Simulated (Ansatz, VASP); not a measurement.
**Bi: VASP beside Ansatz**

```
Bi
1.0
    -1.98143    1.98143    1.98143
     1.98143   -1.98143    1.98143
     1.98143    1.98143   -1.98143
Bi
1
Direct
  0.00000 0.00000 0.00000
```

Alike in both runs: task relaxation of cell and atoms; functional BLYP; dispersion D4; k mesh 9 × 9 × 9; occupations fermi-dirac, width 0.05 eV; no spin polarisation.

|  | VASP | Ansatz |
| --- | --- | --- |
| version | VASP 6.6.1 | Ansatz 0.2.0 |
| potentials or method | VASP PAW PBE potentials, release 64 (Bi_d) | Ansatz PAW |
| plane-wave cutoff (eV) | 500 | 420 |
| valence electrons in the cell | 15 | 15 |

|  | VASP | Ansatz | Ansatz less VASP |
| --- | --- | --- | --- |
| gap on the k mesh at the Fermi level, each at its own relaxed structure (eV) | none | none | - |
| relaxed volume (Å³/atom) | 31.26 | 31.19 | -0.068 |
| relaxed cell length with the largest relative difference (Å) | 3.437 | 3.435 | -0.0025 |

VASP's potentials were made for PBE, not for BLYP. A gap of «none» marks a metal or a gap that the smearing closes.

Neither program's run includes spin-orbit coupling. Noted on Ansatz's run: the plane-wave basis is chosen anew once the cell has moved, so the energies of steps on either side of that aren't comparable.
